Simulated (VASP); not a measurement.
Mo, 1 atom in the cell. Symmetry: P6/mmm, No. 191, hexagonal system. Conventional cell: a = 2.736 Å, b = 2.736 Å, c = 2.555 Å, α = 90.00°, β = 90.00°, γ = 120.00°. Within 3.4 Å of Mo (site symmetry 6/mmm) lie 8 Mo at 2.56 to 2.74 Å. 

- Program: VASP 6.6.1
- Task: relaxation of cell and atoms
- Functional: PBEsol
- Dispersion: D3(BJ)
- Potentials or basis: VASP PAW PBE potentials, release 64 (Mo_sv)
- Cutoff: 600 eV
- k mesh: 14 × 14 × 13
- Occupations: methfessel-paxton, width 0.1 eV
- Spin: no spin polarisation
- Dipole correction: no
- Further INCAR settings: ALGO = Normal; EDIFF = 1e-06; IBRION = 2; EDIFFG = -0.03; NSW = 80; ISIF = 3

Potentials or basis: VASP PAW PBE potentials, release 64 (Mo_sv).

Command:

```bash
$ cat potpaw_PBE.64/Mo_sv/POTCAR > POTCAR
$ mpirun -np 1 vasp_std > vasp.out
```

Hardware: 1 thread of Intel(R) Xeon(R) 6975P-C (Granite Rapids) (shared host).

Task: How long does it take, and how much memory?

Result: It took 32 s on 1 thread of Intel(R) Xeon(R) 6975P-C (Granite Rapids), with other jobs on the host, peak memory 0.18 GiB. Counts: scf iterations 37, k points 168, ion steps 5.
